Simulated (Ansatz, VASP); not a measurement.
**CrRu3 in VASP and in Ansatz**

```
Cr Ru
1.0
     3.77022    0.00000    0.00000
     0.00000    3.77022    0.00000
     0.00000    0.00000    3.77022
Cr Ru
1 3
Direct
  0.00000 0.00000 0.00000
  0.00000 0.50000 0.50000
  0.50000 0.00000 0.50000
  0.50000 0.50000 0.00000
```

Alike in both runs: functional PBE; k mesh 6 × 6 × 6; occupations gaussian, width 0.1 eV; collinear spin.

Ansatz relaxed the structure, and its values are those at the end. VASP's run is a single point on that final structure, the one shown.

|  | VASP | Ansatz |
| --- | --- | --- |
| version | VASP 6.6.1 | Ansatz 0.2.0 |
| potentials or method | VASP PAW PBE potentials, release 64 (Cr_pv, Ru_pv), cutoff 520 eV | scalar-relativistic, plane waves, PAW |
| valence electrons in the cell | 54 | 62 |

VASP gave:

* gap on the k mesh at the Fermi level (eV): none
* pressure (GPa): -0.5
* net moment per atom (μB): 0.00
* size of the moment on the site where the two differ most (μB): 0.00

Question: Estimate Ansatz's values.

Answer: gap on the k mesh at the Fermi level (eV): none; pressure (GPa): 0.0; net moment per atom (μB): 0.10; size of the moment on the site where the two differ most (μB): 0.64.

The net moments are unlike, so the other rows may belong to different states. Site moments also hang on the region over which each program counts them. A gap of «none» marks a metal or a gap that the smearing closes. VASP's potentials hold 54 valence electrons a cell and Ansatz's 62, so a difference there can come from the potentials and not from the codes.
